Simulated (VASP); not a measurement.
Wanted: the native input for a VASP 6.6.1 run.

* Task: relaxation of cell and atoms
* Functional: PBE
* Potentials or basis: VASP PAW PBE potentials, release 64 (Mg, Cd, Te)
* Cutoff: 600 eV
* k mesh: 3 × 3 × 4
* Occupations: gaussian, width 0.1 eV
* Spin: no spin polarisation
* Dipole correction: no
* Further INCAR settings: ALGO = Normal; EDIFF = 1e-06; IBRION = 2; EDIFFG = -0.04; NSW = 90; ISIF = 3

The structure of MgCdTe3 lies in POSCAR:

```
MgCdTe3
1.0
    6.0807551000      0.0000000000      0.0000000000
   -3.0403775500      5.2660883900      0.0000000000
    0.0000000000      0.0000000000      5.5339968100
Mg Cd Te
1 1 3
Direct
    0.0000000000      0.0000000000      0.5000000000
    0.0000000000      0.0000000000      0.0000000000
    0.5000000000      0.0000000000      0.0000000000
    0.0000000000      0.5000000000      0.0000000000
    0.5000000000      0.5000000000      0.0000000000
```

The cell was generated, and may not be a known phase.

The input as run:

INCAR

```
ALGO     = Normal         # electronic algorithm
EDIFF    = 1E-6           # SCF threshold, eV
EDIFFG   = -0.04          # ionic threshold
ENCUT    = 600            # plane-wave cutoff, eV
GGA      = PE             # functional
IBRION   = 2              # ionic algorithm
ISIF     = 3              # what is computed and relaxed
ISMEAR   = 0              # smearing method
LASPH    = T              # aspherical terms in the spheres
LCHARG   = F              # write CHGCAR
LREAL    = F              # projectors in reciprocal space
LWAVE    = F              # write WAVECAR
NELM     = 100            # most SCF steps
NSW      = 90             # ionic steps
PREC     = Accurate       # precision mode
SIGMA    = 0.1            # smearing width, eV
```

KPOINTS

```
k-points
0
Gamma
  3 3 4
```

Potentials or basis: VASP PAW PBE potentials, release 64 (Mg, Cd, Te).

Launch:

```console
$ cat potpaw_PBE.64/Mg/POTCAR potpaw_PBE.64/Cd/POTCAR potpaw_PBE.64/Te/POTCAR > POTCAR
$ mpirun -np 1 vasp_std > vasp.out
```

It gave:

The relaxed volume is 40.37 Å³/atom. The relaxed cell is a = 6.498 Å, b = 6.498 Å, c = 5.520 Å, α = 90.00°, β = 90.00°, γ = 120.00°, the space group after relaxing (to 0.1 Å) is P6/mmm (No. 191) and the energy gained by relaxing is 139.1 meV/atom. The ionic steps are 5. The pressure after relaxing is 0.0 GPa and the band gap on the k mesh is zero (bands 16 and 17 overlap by 1.34 eV).

Caveat: the k points lie up to 0.37 Å⁻¹ apart in the final cell, too coarse for converged energies and pressures of a metal; spin-orbit coupling is left out, which moves the levels of the heavy elements.

Wall time 5.4 min on 1 thread of Intel Xeon 8259CL, on a shared host, peak memory 0.39 GiB.
